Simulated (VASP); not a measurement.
# ZnCu (P4/mmm) in VASP: notebook

The runs below take ZnCu through single point, with PBE.

Everything below comes from runs of VASP 6.6.1. Logs are shortened: lines on timing, memory, paths and dates and some standing lists are left out, and cuts for length are marked.

**1. The cell of the first run**

It takes space group P4/mmm (No. 123, tetragonal). Conventional cell: a = 2.945 Å, b = 2.945 Å, c = 2.989 Å, α = 90.00°, β = 90.00°, γ = 90.00°. Zn (site symmetry 4/mmm) has 8 Cu at 2.56 Å and 6 Zn at 2.94 to 2.99 Å within 3.4 Å. Cu (site symmetry 4/mmm) has 8 Zn at 2.56 Å and 6 Cu at 2.94 to 2.99 Å within 3.4 Å.

**2. Single point, PBE (strain +0.0150 x Voigt [0, 1, 0, 0, 0, 0])**

The input, INCAR:

```
ALGO = Fast
EDIFF = 1E-6
ENCUT = 520
GGA = PE
ISIF = 2
ISMEAR = 0
LASPH = T
LCHARG = F
LREAL = F
LWAVE = F
NBANDS = 18
NELM = 100
PREC = Accurate
SIGMA = 0.15
```

The input, KPOINTS:

```
k-points
0
Gamma
  16 16 16
```

The input, POSCAR:

```
ZnCu
1.0
    2.9450000000      0.0000000000      0.0000000000
    0.0000000000      2.9891750000      0.0000000000
    0.0000000000      0.0000000000      2.9450000000
Zn Cu
1 1
Direct
    0.5000000000      0.5000000000      0.5000000000
    0.0000000000      0.0000000000      0.0000000000
```

Potentials or basis: VASP PAW PBE potentials, release 64 (Zn, Cu).

Command:

```console
> cat potpaw_PBE.64/Zn/POTCAR potpaw_PBE.64/Cu/POTCAR > POTCAR
> mpirun -np 1 vasp_std > vasp.out
```

OUTCAR:

```text
EDIFF = 1E-6
   ENCUT = 520
   GGA = PE
   ISIF = 2
   ISMEAR = 0
   LASPH = T
   LREAL = F
   NELM = 100
   PREC = Accurate

 ion  position               nearest neighbor table
   1  0.500  0.500  0.500-   2 2.56   2 2.56   2 2.56   2 2.56   2 2.56   2 2.56   2 2.56   2 2.56

   2  0.000  0.000  0.000-   1 2.56   1 2.56   1 2.56   1 2.56   1 2.56   1 2.56   1 2.56   1 2.56

  LATTYP: Found a simple tetragonal cell.
 ALAT       =     2.9450000000
 C/A-ratio  =     1.0150000000

  Lattice vectors:

 A1 = (  -2.9450000000,   0.0000000000,   0.0000000000)
 A2 = (   0.0000000000,   0.0000000000,   2.9450000000)
 A3 = (   0.0000000000,   2.9891750000,   0.0000000000)

Analysis of symmetry for initial positions (statically):
=====================================================================
 Subroutine PRICEL returns:
 Original cell was already a primitive cell.

 Routine SETGRP: Setting up the symmetry group for a
 simple tetragonal supercell.

 Subroutine GETGRP returns: Found 16 space group operations
 (whereof 16 operations were pure point group operations)
 out of a pool of 16 trial point group operations.

The static configuration has the point symmetry D_4h.

Analysis of symmetry for dynamics (positions and initial velocities):
=====================================================================
 Subroutine PRICEL returns:
 Original cell was already a primitive cell.

 Routine SETGRP: Setting up the symmetry group for a
 simple tetragonal supercell.

 Subroutine GETGRP returns: Found 16 space group operations
 (whereof 16 operations were pure point group operations)
 out of a pool of 16 trial point group operations.

The dynamic configuration has the point symmetry D_4h.

 Subroutine INISYM returns: Found 16 space group operations
 (whereof 16 operations are pure point group operations),
 and found     1 'primitive' translations

----------------------------------------------------------------------------------------

                                     Primitive cell

  volume of cell :      25.9252

  direct lattice vectors                    reciprocal lattice vectors
     2.945000000  0.000000000  0.000000000     0.339558574  0.000000000  0.000000000
     0.000000000  2.989175000  0.000000000     0.000000000  0.334540467  0.000000000
     0.000000000  0.000000000  2.945000000     0.000000000  0.000000000  0.339558574

  length of vectors
     2.945000000  2.989175000  2.945000000     0.339558574  0.334540467  0.339558574

  position of ions in fractional coordinates (direct lattice)
     0.500000000  0.500000000  0.500000000
     0.000000000  0.000000000  0.000000000

  ion indices of the primitive-cell ions
   primitive index   ion index
                 1           1
                 2           2

----------------------------------------------------------------------------------------

 KPOINTS: k-points

Automatic generation of k-mesh.
 Grid dimensions read from file:
 generate k-points for:   16   16   16

 Generating k-lattice:

  Cartesian coordinates                     Fractional coordinates (reciprocal lattice)
     0.021222411  0.000000000  0.000000000     0.062500000  0.000000000  0.000000000
     0.000000000  0.020908779  0.000000000     0.000000000  0.062500000  0.000000000
     0.000000000  0.000000000  0.021222411     0.000000000  0.000000000  0.062500000

  Length of vectors
     0.021222411  0.020908779  0.021222411

  Shift w.r.t. Gamma in fractional coordinates (k-lattice)
     0.000000000  0.000000000  0.000000000

 Subroutine IBZKPT returns following result:
 ===========================================

 Found    405 irreducible k-points:

 Following reciprocal coordinates:
            Coordinates               Weight
  0.000000  0.000000  0.000000      1.000000
  0.062500  0.000000  0.000000      4.000000
  0.125000  0.000000  0.000000      4.000000
  0.187500  0.000000  0.000000      4.000000
  0.250000  0.000000  0.000000      4.000000
  0.312500  0.000000  0.000000      4.000000
[... 16 lines left out ...]
  0.250000  0.125000  0.000000      8.000000
  0.312500  0.125000  0.000000      8.000000
 [... further k-points ...]
   k-points           NKPTS =    405   k-points in BZ     NKDIM =    405   number of bands    NBANDS=     18
   number of dos      NEDOS =    301   number of ions     NIONS =      2
   total plane-waves  NPLWV =  13824
   dimension x,y,z NGX =    24 NGY =   24 NGZ =   24
   dimension x,y,z NGXF=    48 NGYF=   48 NGZF=   48
   ions per type =               1   1
   NGX,Y,Z   is equivalent  to a cutoff of  13.55, 13.35, 13.55 a.u.
   NGXF,Y,Z  is equivalent  to a cutoff of  27.10, 26.70, 27.10 a.u.
 SYSTEM =  unknown system
   PREC   = accura    normal or accurate (medium, high low for compatibility)
   ISTART =      0    job   : 0-new  1-cont  2-samecut
   ICHARG =      2    charge: 1-file 2-atom 10-const
   ISPIN  =      1    spin polarized calculation?
   LNONCOLLINEAR =      F non collinear calculations
   LSORBIT =      F    spin-orbit coupling
   LASPH  =      T    aspherical Exc in radial PAW
   ENCUT  =  520.0 eV  38.22 Ry    6.18 a.u.   5.48  5.56  5.48*2*pi/ulx,y,z
   NELM   =    100;   NELMIN=  2; NELMDL= -5     # of ELM steps
   EDIFF  = 0.1E-05   stopping-criterion for ELM
   LREAL  =      F    real-space projection
   EDIFFG = 0.1E-04   stopping-criterion for IOM
   NSW    =      0    number of steps for IOM
   IBRION =     -1    ionic relax: 0-MD 1-quasi-New 2-CG
   NFREE  =      0    steps in history (QN), initial steepest desc. (CG)
   ISIF   =      2    stress and relaxation
   ISYM   =      2    0-nonsym 1-usesym 2-fastsym
   POTIM  = 0.5000    time-step for ionic-motion
   TEBEG  =    0.0;   TEEND  =   0.0 temperature during run
   PSTRESS=    0.0 pullay stress
   NELECT =      23.0000    total number of electrons
   NUPDOWN=      -1.0000    fix difference up-down
   EMIN   =  10.00;   EMAX   =-10.00  energy-range for DOS
   EFERMI =   0.00;   METHOD = LEGACY
   ISMEAR =     0;   SIGMA  =   0.15  broadening in eV -4-tet -1-fermi 0-gaus
   EFERMI_NEDOS =   21; number of points for ismear=-14 and -15
   IALGO  =     68    algorithm
   IMIX   =      4    mixing-type and parameters
     AMIX     =   0.40;   BMIX     =  1.00
     AMIX_MAG =   1.60;   BMIX_MAG =  1.00
  volume/ion in A,a.u.               =      12.96        87.48
  Fermi-wavevector in a.u.,A,eV,Ry     =   1.573053  2.972640 33.667575  2.474497
  Thomas-Fermi vector in A             =   2.674395
   LORBIT       =      0    0 simple, 1 ext, 2 COOP (PROOUT), +10 PAW based schemes
   GGA     = PE    functional components
   LHFCALC =     F    Hartree Fock is set to
   AEXX    =    0.0000 exact exchange contribution
   IVDW    =     0    specifies the selected vdW correction
   LEPSILON=     F    determine dielectric tensor
   LRPA    =     F    only Hartree local field effects (RPA)
 non-spin polarized calculation
 RMM-DIIS sequential band-by-band and
 Gauss-broadening in eV      SIGMA  =   0.15
  energy-cutoff  :      520.00
  volume of cell :       25.93
 maximum number of plane-waves:       739
 NGX is ok and might be reduce to    24
   NGX = 11   NGY = 11   NGZ = 11

 number of electron      23.0000010 magnetization

 Free energy of the ion-electron system (eV)
  ---------------------------------------------------
  ext. energy  EPLUGINS =         0.00000000
  ---------------------------------------------------
  free energy    TOTEN  =        -5.01442600 eV

  energy without entropy =       -5.00776015  energy(sigma->0) =       -5.01109307

 E-fermi :   5.3955     XC(G=0): -12.3188

 val. band max:        5.3817280789   @ k =   0.4375   0.4375   0.3125
 cond. band min:       5.3972716667   @ k =   0.3750   0.1250   0.3125
 fundamental gap:      0.0155435878
 Fermi energy:         5.3954888999

 k-point     1 :       0.0000    0.0000    0.0000
  band No.  band energies     occupation
      1      -4.8232      2.00000
      2      -2.4046      2.00000
      3      -2.3972      2.00000
      4      -1.7355      2.00000
      5      -1.7355      2.00000
      6      -1.7171      2.00000
[... 10 lines left out ...]
     17      17.5146      0.00000
     18      28.5188      0.00000

 k-point     2 :       0.0625    0.0000    0.0000
  band No.  band energies     occupation
      1      -4.7524      2.00000
      2      -2.3931      2.00000
      3      -2.3854      2.00000
      4      -1.7421      2.00000
      5      -1.7324      2.00000
      6      -1.7236      2.00000
[... 10 lines left out ...]
     17      18.0779      0.00000
     18      27.8586      0.00000

 k-point     3 :       0.1250    0.0000    0.0000
  band No.  band energies     occupation
      1      -4.5417      2.00000
      2      -2.3687      2.00000
      3      -2.3422      2.00000
      4      -1.7608      2.00000
      5      -1.7418      2.00000
      6      -1.7236      2.00000
[... 10 lines left out ...]
     17      19.8044      0.00000
     18      26.3298      0.00000

 k-point     4 :       0.1875    0.0000    0.0000
  band No.  band energies     occupation
      1      -4.1974      2.00000
      2      -2.3337      2.00000
      3      -2.2700      2.00000
      4      -1.7887      2.00000
      5      -1.7691      2.00000
      6      -1.7103      2.00000
[... 10 lines left out ...]
     17      22.0225      0.00000
     18      24.6088      0.00000

 k-point     5 :       0.2500    0.0000    0.0000
  band No.  band energies     occupation
      1      -3.7352      2.00000
      2      -2.2921      2.00000
      3      -2.1678      2.00000
      4      -1.8214      2.00000
      5      -1.8011      2.00000
      6      -1.6946      2.00000
[... 10 lines left out ...]
     17      22.9051      0.00000
     18      23.4102      0.00000

 k-point     6 :       0.3125    0.0000    0.0000
  band No.  band energies     occupation
      1      -3.1985      2.00000
      2      -2.2498      2.00000
      3      -2.0110      2.00000
      4      -1.8540      2.00000
      5      -1.8329      2.00000
      6      -1.6788      2.00000
[... 10 lines left out ...]
     17      21.3006      0.00000
     18      21.9949      0.00000

 k-point     7 :       0.3750    0.0000    0.0000
  band No.  band energies     occupation
      1      -2.7171      2.00000
      2      -2.2133      2.00000
      3      -1.8815      2.00000
      4      -1.8598      2.00000
      5      -1.6978      2.00000
      6      -1.6653      2.00000
[... 10 lines left out ...]
     17      19.7884      0.00000
     18      20.2786      0.00000

 k-point     8 :       0.4375    0.0000    0.0000
  band No.  band energies     occupation
      1      -2.4642      2.00000
      2      -2.1885      2.00000
      3      -1.8998      2.00000
      4      -1.8777      2.00000
      5      -1.6562      2.00000
      6      -1.1121      2.00000
[... 10 lines left out ...]
     17      18.8758      0.00000
     18      19.0708      0.00000
[... 229 lines left out ...]
     17      19.2006      0.00000
     18      26.2492      0.00000

 k-point    20 :       0.0625    0.1250    0.0000
  band No.  band energies     occupation
      1      -4.4808      2.00000
      2      -2.3636      2.00000
      3      -2.3308      2.00000
      4      -1.7632      2.00000
      5      -1.7568      2.00000
      6      -1.7115      2.00000
[... 10 lines left out ...]
     17      19.2942      0.00000
     18      24.6790      0.00000

 k-point    21 :       0.1250    0.1250    0.0000
  band No.  band energies     occupation
      1      -4.2743      2.00000
      2      -2.3342      2.00000
      3      -2.2950      2.00000
      4      -1.7817      2.00000
      5      -1.7615      2.00000
      6      -1.7217      2.00000
[... 10 lines left out ...]
     17      20.1356      0.00000
     18      22.9009      0.00000

 k-point    22 :       0.1875    0.1250    0.0000
  band No.  band energies     occupation
      1      -3.9390      2.00000
      2      -2.2985      2.00000
      3      -2.2282      2.00000
      4      -1.8062      2.00000
      5      -1.7806      2.00000
      6      -1.7250      2.00000
[... 10 lines left out ...]
     17      21.1980      0.00000
     18      22.2571      0.00000

 k-point    23 :       0.2500    0.1250    0.0000
  band No.  band energies     occupation
      1      -3.4953      2.00000
      2      -2.2591      2.00000
      3      -2.1364      2.00000
      4      -1.8205      2.00000
      5      -1.8112      2.00000
      6      -1.7207      2.00000
[... 10 lines left out ...]
     17      19.8759      0.00000
     18      23.5956      0.00000

 k-point    24 :       0.3125    0.1250    0.0000
  band No.  band energies     occupation
      1      -3.0001      2.00000
      2      -2.2188      2.00000
      3      -2.0485      2.00000
      4      -1.8439      2.00000
      5      -1.7544      2.00000
      6      -1.7142      2.00000
[... 10 lines left out ...]
     17      20.3457      0.00000
     18      22.0019      0.00000

 [... further k-points ...]
[... 5 lines left out ...]
  --------------------------------------------------------------------------------------
  -------------------------------------------------------------------------------------
  Total        0.2196138      0.2203480      0.2196138      0.0000000     -0.0000000      0.0000000
  in kB       13.5721391     13.6175091     13.5721391      0.0000000     -0.0000000      0.0000000
  external PRESSURE =      13.5872624 kB  Pullay stress =       0.0000000 kB

 VOLUME and BASIS-vectors are now :
 -----------------------------------------------------------------------------
  energy-cutoff  :      520.00
  volume of cell :       25.93
      direct lattice vectors                 reciprocal lattice vectors
     2.945000000  0.000000000  0.000000000     0.339558574  0.000000000  0.000000000
     0.000000000  2.989175000  0.000000000     0.000000000  0.334540467  0.000000000
     0.000000000  0.000000000  2.945000000     0.000000000  0.000000000  0.339558574

 POSITION                                       TOTAL-FORCE (eV/Angst)
 -----------------------------------------------------------------------------------
      1.47250      1.49459      1.47250         0.000000      0.000000      0.000000
      0.00000      0.00000      0.00000         0.000000      0.000000      0.000000
 -----------------------------------------------------------------------------------
    total drift:                                0.000000      0.000000     -0.000000

  FREE ENERGIE OF THE ION-ELECTRON SYSTEM (eV)
  ---------------------------------------------------
  free  energy   TOTEN  =        -5.0144259951 eV

  energy  without entropy=       -5.0077601500  energy(sigma->0) =       -5.01109307
```

Run time: 82 s. Hardware: 1 thread of Intel Xeon Platinum 8488C (Sapphire Rapids), shared host; peak memory 0.3 GiB.

Results:

* Free energy: -5.0144 eV
* Pressure: 1.4 GPa
* Band gap on the k mesh: zero (an odd number of electrons rules out a gap without spin polarisation)

Levels at points of the mesh, in eV from the Fermi level:
| k point | band 9 | band 10 | band 11 | band 12 | band 13 | band 14 | band 15 | band 16 |
| --- | --- | --- | --- | --- | --- | --- | --- | --- |
| (0.00, 0.00, 0.00) | -2.71 | -2.71 | -2.70 | 5.84 | 6.36 | 6.36 | 10.96 | 11.30 |
| (0.50, 0.00, 0.00) | -3.27 | -3.22 | -2.78 | -1.96 | 11.33 | 11.79 | 11.94 | 12.44 |
| (0.00, 0.50, 0.00) | -3.22 | -3.22 | -2.76 | -2.06 | 11.64 | 11.64 | 12.30 | 12.30 |
| (0.50, 0.50, 0.00) | -2.84 | -2.48 | -1.88 | -1.85 | 1.65 | 2.00 | 13.91 | 15.53 |
| (0.50, 0.00, 0.50) | -2.87 | -2.46 | -1.77 | -1.77 | 1.79 | 2.16 | 13.53 | 15.15 |
| (0.50, 0.50, 0.50) | -2.47 | -2.44 | 3.76 | 4.29 | 4.29 | 4.36 | 4.43 | 4.43 |

Caveat: the cell differs from its parent crystal (strain +0.0150 x Voigt [0, 1, 0, 0, 0, 0]).

**3. Single point, PBE (strain +0.0300 x Voigt [0, 1, 0, 0, 0, 0])**

The input, INCAR:

```
SYSTEM = ZnCu
PREC = Accurate
ENCUT = 520
EDIFF = 1E-6
ISMEAR = 0
SIGMA = 0.15
LREAL = .FALSE.
LASPH = .TRUE.
NELM = 80
ALGO = Fast
ISIF = 2
LWAVE = .FALSE.
LCHARG = .FALSE.
GGA = PE
NBANDS = 18
```

The input, KPOINTS:

```
Automatic mesh
0
G
  16 16 16
  0 0 0
```

Edit POSCAR of step 2 so:

```diff
@@ -3,3 +3,3 @@
     2.9450000000      0.0000000000      0.0000000000
-    0.0000000000      2.9891750000      0.0000000000
+    0.0000000000      3.0333500000      0.0000000000
     0.0000000000      0.0000000000      2.9450000000
```

Potentials or basis: VASP PAW PBE potentials, release 64 (Zn, Cu).

Command:

```console
> cat potpaw_PBE.64/Zn/POTCAR potpaw_PBE.64/Cu/POTCAR > POTCAR
> mpirun -np 1 vasp_std > vasp.out
```

It took 94 s on 1 thread of Intel Xeon Platinum 8488C (Sapphire Rapids), shared host; peak memory 0.3 GiB.

Results (log left out):

| Property | Result |
| --- | --- |
| Free energy | -5.0150 eV |
| Pressure | -0.1 GPa |
| Band gap on the k mesh | zero (an odd number of electrons rules out a gap without spin polarisation) |

Levels at points of the mesh, in eV from the Fermi level:
```tsv
k point	band 8	band 9	band 10	band 11	band 12	band 13	band 14	band 15	band 16	band 17
(0.00, 0.00, 0.00)	-3.48	-2.69	-2.69	-2.66	5.47	6.47	6.47	10.58	11.34	12.05
(0.50, 0.00, 0.00)	-3.58	-3.27	-3.17	-2.76	-1.92	10.96	11.54	11.87	12.52	12.94
(0.00, 0.50, 0.00)	-3.62	-3.17	-3.17	-2.73	-2.11	11.58	11.58	12.26	12.26	13.40
(0.50, 0.50, 0.00)	-2.83	-2.81	-2.47	-1.88	-1.83	1.54	1.90	13.87	15.53	15.56
(0.50, 0.00, 0.50)	-2.86	-2.86	-2.42	-1.66	-1.66	1.81	2.20	13.15	14.78	14.78
(0.50, 0.50, 0.50)	-4.15	-2.47	-2.41	3.66	4.24	4.24	4.34	4.34	4.37	4.59
```

Caveat: the cell differs from its parent crystal (strain +0.0300 x Voigt [0, 1, 0, 0, 0, 0]).
